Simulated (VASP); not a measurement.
# Si12HO24 (a cell with a defect) in VASP: single point with PBE+D3(BJ)

Aim: the single point of Si12HO24 (a cell with a defect) with PBE+D3(BJ).

Everything below comes from runs of VASP 6.6.1. Logs are shortened: lines on timing, memory, paths and dates and some standing lists are left out, and cuts for length are marked.

### 1 The cell of the first run

The cell holds a defect, 74 atoms: a = 9.832 Å, b = 9.832 Å, c = 10.818 Å, α = 90.00°, β = 90.00°, γ = 120.00°.

### 2 Single point, PBE+D3(BJ)

Contents of INCAR:

```
PREC     = Accurate       # precision mode
ENCUT    = 520            # plane-wave cutoff, eV
EDIFF    = 1E-6           # SCF threshold, eV
ISMEAR   = 0              # smearing method
SIGMA    = 0.02           # smearing width, eV
LREAL    = Auto         
LASPH    = True           # aspherical terms in the spheres
NELM     = 100            # most SCF steps
ALGO     = Normal         # electronic algorithm
ISIF     = 2              # what is computed and relaxed
LWAVE    = False          # write WAVECAR
LCHARG   = False          # write CHGCAR
GGA      = PE             # functional
IVDW     = 12             # dispersion correction
NBANDS   = 236            # bands
```

Contents of KPOINTS:

```
regular mesh
0
Gamma
  1 1 1
```

Contents of POSCAR:

```
Si12HO24
1.0
    9.8316000001      0.0000000000      0.0000000000
   -4.9158000000      8.5144153599      0.0000000000
    0.0000000000      0.0000000000     10.8182000000
Si O H
24 48 2
Direct
    0.2730135294     -0.0017597024      0.1648096030
   -0.0017597024      0.2730135294      0.3351903970
    0.2334107256      0.2294554284     -0.0039170731
    0.2650408045     -0.0006403419      0.6632642291
   -0.0006403419      0.2650408045      0.8367357709
    0.2294554284      0.2334107256      0.5039170731
    0.2698474952      0.4996122534      0.1628066616
   -0.0004288439      0.7560890589      0.3325157716
    0.2398186208      0.7371260502     -0.0026013008
    0.2662524628      0.4973046404      0.6730462175
    0.0031088042      0.7718258670      0.8366137582
    0.2279568862      0.7253260185      0.5024848300
    0.7560890589     -0.0004288439      0.1674842284
    0.4996122534      0.2698474952      0.3371933384
    0.7253260185      0.2279568862     -0.0024848300
    0.7718258670      0.0031088042      0.6633862418
    0.4973046404      0.2662524628      0.8269537825
    0.7371260502      0.2398186208      0.5026013008
    0.7615260096      0.4964606238      0.1662875967
    0.4964606238      0.7615260096      0.3337124033
    0.7357376183      0.7386115781      0.0027102601
    0.7682859482      0.5035385543      0.6692439351
    0.5035385543      0.7682859482      0.8307560649
    0.7386115781      0.7357376183      0.4972897399
    0.0663897049      0.2112566132      0.4466019365
    0.3006252318      0.3669617392      0.1008037025
    0.1389302667      0.4302763183      0.2723285232
    0.2112566132      0.0663897049      0.0533980635
    0.3669617392      0.3006252318      0.3991962975
    0.4302763183      0.1389302667      0.2276714768
    0.0639831310      0.1977361241      0.9460614983
    0.2899166829      0.3572202816      0.6178618837
    0.1391724914      0.4323924660      0.7854788511
    0.1977361241      0.0639831310      0.5539385017
    0.3572202816      0.2899166829      0.8821381163
    0.4323924660      0.1391724914      0.7145211489
    0.0612216466      0.6936621963      0.4469692074
    0.3128363858      0.8710094989      0.1045743741
    0.1432348517      0.9128182256      0.2732705498
    0.2093107553      0.5719597657      0.0550947375
    0.3551292018      0.7814936263      0.3908240545
    0.4343498666      0.6321740044      0.2230420893
    0.0732778431      0.7119502416      0.9467299195
    0.2922387627      0.8614578549      0.6079134114
    0.1395097543      0.9347720069      0.7767422496
    0.2013822217      0.5631758807      0.5634621823
    0.3636925092      0.7945114517      0.8830439757
    0.4351503134      0.6339537550      0.7237584146
    0.5719597657      0.2093107553      0.4449052625
    0.7814936263      0.3551292018      0.1091759455
    0.6321740044      0.4343498666      0.2769579107
    0.6936621963      0.0612216466      0.0530307926
    0.8710094989      0.3128363858      0.3954256259
    0.9128182256      0.1432348517      0.2267294502
    0.5631758807      0.2013822217      0.9365378177
    0.7945114517      0.3636925092      0.6169560243
    0.6339537550      0.4351503134      0.7762415854
    0.7119502416      0.0732778431      0.5532700805
    0.8614578549      0.2922387627      0.8920865886
    0.9347720069      0.1395097543      0.7232577504
    0.5723757839      0.7066566801      0.4428086153
    0.7940759200      0.8672233111      0.1142548839
    0.6250931494      0.9294839779      0.2763275270
    0.7066566801      0.5723757839      0.0571913847
    0.8672233111      0.7940759200      0.3857451161
    0.9294839779      0.6250931494      0.2236724730
    0.5719438388      0.7109650186      0.9438275686
    0.8026118692      0.8683798830      0.6057480971
    0.6390539688      0.9318382593      0.7714860271
    0.7109650186      0.5719438388      0.5561724314
    0.8683798830      0.8026118692      0.8942519029
    0.9318382593      0.6390539688      0.7285139729
    0.1631091737      0.1415354049      0.2795321212
    0.1415354049      0.1631091737      0.2204678788
```

Potentials or basis: VASP PAW PBE potentials, release 64 (Si, O, H).

Started as:

```console
$ cat potpaw_PBE.64/Si/POTCAR potpaw_PBE.64/O/POTCAR potpaw_PBE.64/H/POTCAR > POTCAR
$ mpirun -np 1 vasp_gam > vasp.out
```

OUTCAR:

```text
PREC = Accurate
   ENCUT = 520
   EDIFF = 1E-6
   ISMEAR = 0
   LREAL = Auto
   LASPH = True
   NELM = 100
   ISIF = 2
   GGA = PE
   IVDW = 12
 IVDW          = 12

 ion  position               nearest neighbor table
   1  0.273  0.998  0.165-  30 1.62  38 1.62  39 1.62  28 1.64   9 3.02   3 3.09  14 3.10   8 3.13

   2  0.998  0.273  0.335-  27 1.62  53 1.62  54 1.62  25 1.64  18 3.02   6 3.09   7 3.10  13 3.13

   3  0.233  0.229  0.996-  35 1.62  31 1.63  28 1.63  26 1.63   5 3.03  17 3.04   7 3.08   1 3.09
[... 89 lines left out ...]
  71  0.868  0.803  0.894-  11 1.62  21 1.63
  72  0.932  0.639  0.729-  22 1.62  11 1.63
  73  0.163  0.142  0.280-  74 0.74
  74  0.142  0.163  0.220-  73 0.74

  LATTYP: Found a hexagonal cell.
 ALAT       =     9.8316000001
 C/A-ratio  =     1.1003498922

  Lattice vectors:

 A1 = (   9.8316000001,   0.0000000000,   0.0000000000)
 A2 = (  -4.9158000000,   8.5144153599,   0.0000000000)
 A3 = (   0.0000000000,   0.0000000000,  10.8182000000)

Analysis of symmetry for initial positions (statically):
=====================================================================
 Subroutine PRICEL returns:
 Original cell was already a primitive cell.

 Routine SETGRP: Setting up the symmetry group for a
 hexagonal supercell.

 Subroutine GETGRP returns: Found  2 space group operations
 (whereof  1 operations were pure point group operations)
 out of a pool of 24 trial point group operations.

The static configuration has the point symmetry C_1 .
 The point group associated with its full space group is C_2 .

Analysis of symmetry for dynamics (positions and initial velocities):
=====================================================================
 Subroutine PRICEL returns:
 Original cell was already a primitive cell.

 Routine SETGRP: Setting up the symmetry group for a
 hexagonal supercell.

 Subroutine GETGRP returns: Found  2 space group operations
 (whereof  1 operations were pure point group operations)
 out of a pool of 24 trial point group operations.

The dynamic configuration has the point symmetry C_1 .
 The point group associated with its full space group is C_2 .

 Subroutine INISYM returns: Found  2 space group operations
 (whereof  1 operations are pure point group operations),
 and found     1 'primitive' translations

----------------------------------------------------------------------------------------

                                     Primitive cell

  volume of cell :     905.5950

  direct lattice vectors                    reciprocal lattice vectors
     9.831600000  0.000000000  0.000000000     0.101712844  0.058723938  0.000000000
    -4.915800000  8.514415360  0.000000000     0.000000000  0.117447876  0.000000000
     0.000000000  0.000000000 10.818200000     0.000000000  0.000000000  0.092436819

  length of vectors
     9.831600000  9.831600000 10.818200000     0.117447876  0.117447876  0.092436819

  position of ions in fractional coordinates (direct lattice)
     0.273013529  0.998240298  0.164809603
     0.998240298  0.273013529  0.335190397
     0.233410726  0.229455428  0.996082927
     0.265040805  0.999359658  0.663264229
     0.999359658  0.265040805  0.836735771
     0.229455428  0.233410726  0.503917073
[... 66 lines left out ...]
     0.163109174  0.141535405  0.279532121
     0.141535405  0.163109174  0.220467879

  ion indices of the primitive-cell ions
   primitive index   ion index
                 1           1
                 2           2
                 3           3
                 4           4
                 5           5
                 6           6
[... 66 lines left out ...]
                73          73
                74          74

----------------------------------------------------------------------------------------

 KPOINTS: regular mesh

Automatic generation of k-mesh.
 Grid dimensions read from file:
 generate k-points for:    1    1    1

 Generating k-lattice:

  Cartesian coordinates                     Fractional coordinates (reciprocal lattice)
     0.101712844  0.058723938  0.000000000     1.000000000  0.000000000  0.000000000
     0.000000000  0.117447876  0.000000000     0.000000000  1.000000000  0.000000000
     0.000000000  0.000000000  0.092436819     0.000000000  0.000000000  1.000000000

  Length of vectors
     0.117447876  0.117447876  0.092436819

  Shift w.r.t. Gamma in fractional coordinates (k-lattice)
     0.000000000  0.000000000  0.000000000

 Subroutine IBZKPT returns following result:
 ===========================================

 Found      1 irreducible k-points:

 Following reciprocal coordinates:
            Coordinates               Weight
  0.000000  0.000000  0.000000      1.000000
   k-points           NKPTS =      1   k-points in BZ     NKDIM =      1   number of bands    NBANDS=    236
   number of dos      NEDOS =    301   number of ions     NIONS =     74
   total plane-waves  NPLWV = 512000
   dimension x,y,z NGX =    80 NGY =   80 NGZ =   80
   dimension x,y,z NGXF=   160 NGYF=  160 NGZF=  160
   ions per type =              24  48   2
   NGX,Y,Z   is equivalent  to a cutoff of  13.53, 13.53, 12.29 a.u.
   NGXF,Y,Z  is equivalent  to a cutoff of  27.05, 27.05, 24.59 a.u.
 SYSTEM =  unknown system
   PREC   = accura    normal or accurate (medium, high low for compatibility)
   ISTART =      0    job   : 0-new  1-cont  2-samecut
   ICHARG =      2    charge: 1-file 2-atom 10-const
   ISPIN  =      1    spin polarized calculation?
   LNONCOLLINEAR =      F non collinear calculations
   LSORBIT =      F    spin-orbit coupling
   LASPH  =      T    aspherical Exc in radial PAW
   ENCUT  =  520.0 eV  38.22 Ry    6.18 a.u.  18.28 18.28 20.11*2*pi/ulx,y,z
   NELM   =    100;   NELMIN=  2; NELMDL= -5     # of ELM steps
   EDIFF  = 0.1E-05   stopping-criterion for ELM
   LREAL  =      T    real-space projection
   EDIFFG = 0.1E-04   stopping-criterion for IOM
   NSW    =      0    number of steps for IOM
   IBRION =     -1    ionic relax: 0-MD 1-quasi-New 2-CG
   NFREE  =      0    steps in history (QN), initial steepest desc. (CG)
   ISIF   =      2    stress and relaxation
   ISYM   =      2    0-nonsym 1-usesym 2-fastsym
   POTIM  = 0.5000    time-step for ionic-motion
   TEBEG  =    0.0;   TEEND  =   0.0 temperature during run
   PSTRESS=    0.0 pullay stress
   NELECT =     386.0000    total number of electrons
   NUPDOWN=      -1.0000    fix difference up-down
   EMIN   =  10.00;   EMAX   =-10.00  energy-range for DOS
   EFERMI =   0.00;   METHOD = LEGACY
   ISMEAR =     0;   SIGMA  =   0.02  broadening in eV -4-tet -1-fermi 0-gaus
   EFERMI_NEDOS =   21; number of points for ismear=-14 and -15
   IALGO  =     38    algorithm
   IMIX   =      4    mixing-type and parameters
     AMIX     =   0.40;   BMIX     =  1.00
     AMIX_MAG =   1.60;   BMIX_MAG =  1.00
  volume/ion in A,a.u.               =      12.24        82.58
  Fermi-wavevector in a.u.,A,eV,Ry     =   1.232043  2.328224 20.652696  1.517930
  Thomas-Fermi vector in A             =   2.366829
   LORBIT       =      0    0 simple, 1 ext, 2 COOP (PROOUT), +10 PAW based schemes
   GGA     = PE    functional components
   LHFCALC =     F    Hartree Fock is set to
   AEXX    =    0.0000 exact exchange contribution
   IVDW    =    12    specifies the selected vdW correction
   LEPSILON=     F    determine dielectric tensor
   LRPA    =     F    only Hartree local field effects (RPA)
 non-spin polarized calculation
 Gauss-broadening in eV      SIGMA  =   0.02
  energy-cutoff  :      520.00
  volume of cell :      905.60
 maximum number of plane-waves:     12195
 NGX is ok and might be reduce to    80
   NGX = 37   NGY = 37   NGZ = 41

 number of electron     386.0000003 magnetization

 Free energy of the ion-electron system (eV)
  ---------------------------------------------------
  ext. energy  EPLUGINS =         0.00000000
  ---------------------------------------------------
  free energy    TOTEN  =      -574.33145692 eV

  energy without entropy =     -574.33145692  energy(sigma->0) =     -574.33145692

 E-fermi :   1.3434     XC(G=0):  -9.2931

 val. band max:        1.2042641196   @ k =   0.0000   0.0000   0.0000
 cond. band min:       7.0754006099   @ k =   0.0000   0.0000   0.0000
 fundamental gap:      5.8711364903
 Fermi energy:         1.3434023966

 k-point     1 :       0.0000    0.0000    0.0000
  band No.  band energies     occupation
      1     -18.1906      2.00000
      2     -17.7278      2.00000
      3     -17.7270      2.00000
      4     -17.6978      2.00000
      5     -17.6940      2.00000
      6     -17.6935      2.00000
[... 197 lines left out ...]
    204      10.0221      0.00000
    205      10.0397      0.00000
 [bands above 205 left out]

------------------------ aborting loop because EDIFF is reached ----------------------------------------

 Edisp (eV)  -10.53257

 E8    (eV) :    -3.5582

  FORCE on cell =-STRESS in cart. coord.  units (eV):
  Direction    XX          YY          ZZ          XY          YZ          ZX
  --------------------------------------------------------------------------------------
  -------------------------------------------------------------------------------------
  Total       4.46330     4.58327     6.24988     0.10389     0.78809    -1.36501
  in kB       7.89647     8.10871    11.05728     0.18381     1.39429    -2.41498
  external pressure =        9.02 kB  Pullay stress =        0.00 kB

 VOLUME and BASIS-vectors are now :
 -----------------------------------------------------------------------------
  energy-cutoff  :      520.00
  volume of cell :      905.60
      direct lattice vectors                 reciprocal lattice vectors
     9.831600000  0.000000000  0.000000000     0.101712844  0.058723938  0.000000000
    -4.915800000  8.514415360  0.000000000     0.000000000  0.117447876  0.000000000
     0.000000000  0.000000000 10.818200000     0.000000000  0.000000000  0.092436819

 POSITION                                       TOTAL-FORCE (eV/Angst)
 -----------------------------------------------------------------------------------
     -2.22299      8.49943      1.78294         0.010778      0.002537      0.012968
      8.47222      2.32455      3.62616        -0.003192      0.010603     -0.012968
      1.16684      1.95368     10.77582        -0.004563     -0.013339      0.006930
     -2.30688      8.50896      7.17533         0.021151     -0.004789     -0.000141
      8.52242      2.25667      9.05197        -0.014723      0.015923      0.000141
      1.10851      1.98736      5.45148        -0.009270     -0.010621     -0.006930
[... 66 lines left out ...]
      0.90786      1.20509      3.02403        -0.011874      0.005742     -0.024614
      0.58971      1.38878      2.38507         0.010910     -0.007412      0.024614
 -----------------------------------------------------------------------------------
    total drift:                               -0.003258     -0.005643     -0.000001

  FREE ENERGIE OF THE ION-ELECTRON SYSTEM (eV)
  ---------------------------------------------------
  free  energy   TOTEN  =      -584.8640308738 eV

  energy  without entropy=     -584.8640308738  energy(sigma->0) =     -584.86403087
```

Wall time 6.9 min (1 thread of Intel Xeon Platinum 8259CL at 2.50GHz (Skylake/Cascade Lake), shared host); peak memory 0.96 GiB.

What came out:

* Free energy: -584.8640 eV
* Pressure: 0.9 GPa
* Largest force: 0.028 eV/Å
* Band gap on the k mesh: 5.87 eV
* Dispersion energy per atom: -0.142 eV

Forces on the atoms (eV/Å):
```
Si   0.011  0.003  0.013
Si  -0.003  0.011 -0.013
Si  -0.005 -0.013  0.007
Si   0.021 -0.005  0.000
Si  -0.015  0.016  0.000
Si  -0.009 -0.011 -0.007
Si   0.011 -0.005  0.000
Si  -0.001  0.017 -0.005
Si  -0.006 -0.018 -0.002
Si   0.020 -0.005  0.001
Si  -0.006  0.014  0.000
Si  -0.003 -0.013  0.001
Si   0.015  0.007  0.005
Si  -0.010  0.007  0.000
Si  -0.010 -0.009 -0.001
Si   0.015  0.001  0.000
Si  -0.014  0.014 -0.001
Si  -0.013 -0.014  0.002
Si   0.015 -0.005 -0.006
Si  -0.012  0.011  0.006
Si  -0.010 -0.016  0.002
Si   0.014  0.003 -0.001
Si  -0.005  0.013  0.001
Si  -0.008 -0.017 -0.002
O    0.001  0.009 -0.010
O   -0.010 -0.009 -0.004
O    0.010 -0.008 -0.009
O    0.007  0.005  0.010
O   -0.002 -0.013  0.004
O   -0.012  0.005  0.009
O   -0.003  0.008 -0.003
O   -0.006  0.000 -0.003
O    0.003 -0.003 -0.006
O    0.008  0.002  0.003
O    0.003 -0.005  0.003
O   -0.004  0.001  0.006
O   -0.001  0.009 -0.005
O   -0.005 -0.004 -0.003
O    0.005 -0.005 -0.011
O    0.010  0.007  0.005
O    0.002 -0.011  0.008
O   -0.007  0.008  0.003
O    0.001  0.009 -0.005
O   -0.011 -0.007 -0.006
O    0.005 -0.002 -0.004
O    0.010  0.006  0.006
O   -0.001 -0.008  0.003
O   -0.007  0.008  0.003
O    0.002  0.012 -0.005
O   -0.011 -0.003 -0.008
O    0.011 -0.002 -0.003
O    0.008  0.004  0.005
O   -0.001 -0.007  0.003
O   -0.006  0.002  0.011
O    0.000  0.012 -0.006
O   -0.006 -0.004 -0.003
O    0.010 -0.003 -0.003
O    0.007  0.005  0.005
O    0.000 -0.013  0.006
O   -0.004  0.003  0.004
O    0.001  0.011 -0.005
O   -0.008 -0.003  0.000
O    0.009 -0.007 -0.003
O    0.009  0.006  0.005
O    0.002 -0.008  0.000
O   -0.011  0.004  0.003
O    0.003  0.011 -0.005
O   -0.007 -0.007 -0.003
O    0.009 -0.006 -0.007
O    0.009  0.008  0.005
O   -0.002 -0.010  0.003
O   -0.010  0.004  0.007
H   -0.012  0.006 -0.025
H    0.011 -0.007  0.025
```

Levels at points of the mesh, in eV from the valence-band top:
| k point | band 189 | band 190 | band 191 | band 192 | band 193 | band 194 | band 195 | band 196 | band 197 | band 198 |
| --- | --- | --- | --- | --- | --- | --- | --- | --- | --- | --- |
| (0.00, 0.00, 0.00) | -0.21 | -0.13 | -0.11 | -0.10 | 0.00 | 5.87 | 7.64 | 7.84 | 7.93 | 8.06 |

Caveat: the k points lie up to 0.74 Å⁻¹ apart.
